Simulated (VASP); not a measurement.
NaPdO3, 5 atoms in the cell. The structure is orthorhombic, space group Cmmm (No. 65). The conventional cell has a = 5.616 Å, b = 5.673 Å, c = 3.991 Å, α = 90.00°, β = 90.00°, γ = 90.00°. Within 3.7 Å of Na (site symmetry mmm) lie 12 O at 2.81 to 2.84 Å and 8 Pd at 3.44 to 3.47 Å. Pd (site symmetry mmm) has 6 O at 2.00 Å within 2.6 Å. Within 2.6 Å of O (site symmetry mmm) lie 2 Pd at 2.00 Å. O (site symmetry 2/m) has 2 Pd at 2.00 Å within 2.6 Å. 

| Item | Value |
| --- | --- |
| Program | VASP 6.6.1 |
| Task | single point |
| Functional | LDA |
| Potentials or basis | VASP PAW LDA potentials, release 64 (Na_pv, Pd, O) |
| Cutoff | 520 eV |
| k mesh | 9 × 9 × 9 |
| Occupations | methfessel-paxton, width 0.1 eV |
| Spin | no spin polarisation |
| Dipole correction | no |
| Further INCAR settings | ALGO = Normal; EDIFF = 1e-06; NBANDS = 26 |

Potentials or basis: VASP PAW LDA potentials, release 64 (Na_pv, Pd, O).

The run is started by

```sh
$ cat potpaw_LDA.64/Na_pv/POTCAR potpaw_LDA.64/Pd/POTCAR potpaw_LDA.64/O/POTCAR > POTCAR
$ mpirun -np 1 vasp_std > vasp.out
```

Hardware: 1 thread of Oxide Virtual Turin-like Processor, on a shared host.

Problem. How long does it take, and how much memory?

Solution. Run time: 2.6 min on 1 thread of Oxide Virtual Turin-like Processor (shared host), peak memory 0.26 GiB. Counts: scf iterations 17, k points 125.
